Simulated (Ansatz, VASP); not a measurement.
Two plane-wave programs on TaN

The input INCAR:

```
PREC = Accurate
ENCUT = 520
EDIFF = 1E-7
ISMEAR = 0
SIGMA = 0.15
LREAL = False
LASPH = True
NELM = 60
ALGO = Normal
ISIF = 2
LWAVE = False
LCHARG = False
GGA = PS
NBANDS = 15
```

The input KPOINTS:

```
regular mesh
0
Gamma
  18 18 16
```

File POSCAR:

```
TaN
1.0
    2.9379988584      0.0000000000      0.0000000000
   -1.4689994292      2.5443816477      0.0000000000
    0.0000000000      0.0000000000      2.8830000000
Ta N
1 1
Direct
    0.3333333333      0.6666666667      0.5000000000
   -0.1138892619     -0.0833727262     -0.1040582726
```

Input for Ansatz:

```yaml
crystal:
  lattice:
    - [2.9379988584, 0.0, 0.0]
    - [-1.4689994292, 2.5443816477, 0.0]
    - [0.0, 0.0, 2.883]
  atoms:
    - { symbol: Ta, position: [0.3333333333, 0.6666666667, 0.5] }
    - { symbol: "N", position: [-0.1138892619, -0.0833727262, -0.1040582726] }
basis:
  ecutwfc: 420
kpoints:
  mp_grid: { grid: [18, 18, 16] }
hamiltonian:
  xc: pbesol
scf:
  occupations: { method: gaussian, width: 0.15 }
output:
  forces: true
  stress: true
  eigenvalues: true
```

Alike in both runs: task single point; functional PBEsol; k mesh 18 × 18 × 16; occupations gaussian, width 0.15 eV; no spin polarisation.

```csv
,VASP,Ansatz
version,VASP 6.6.1,Ansatz 0.2.0
potentials or method,"VASP PAW PBE potentials, release 64 (Ta_pv, N), cutoff 520 eV","scalar-relativistic, plane waves, PAW"
valence electrons in the cell,16,18
```

|  | VASP | Ansatz | Ansatz less VASP |
| --- | --- | --- | --- |
| gap on the k mesh at the Fermi level (eV) | none | none | - |
| rms of the force components (eV/Å) | 4.935 | 4.837 | -0.0982 |

VASP's potentials were made for PBE, not for PBEsol. Atom by atom the forces differ by 0.098 eV/Å (rms over components). A gap of «none» marks a metal or a gap that the smearing closes. With one functional, cell and mesh, what is left measures potentials, basis and numerics. VASP's potentials hold 16 valence electrons a cell and Ansatz's 18, so a difference there can come from the potentials and not from the codes.

Neither program's run includes spin-orbit coupling.
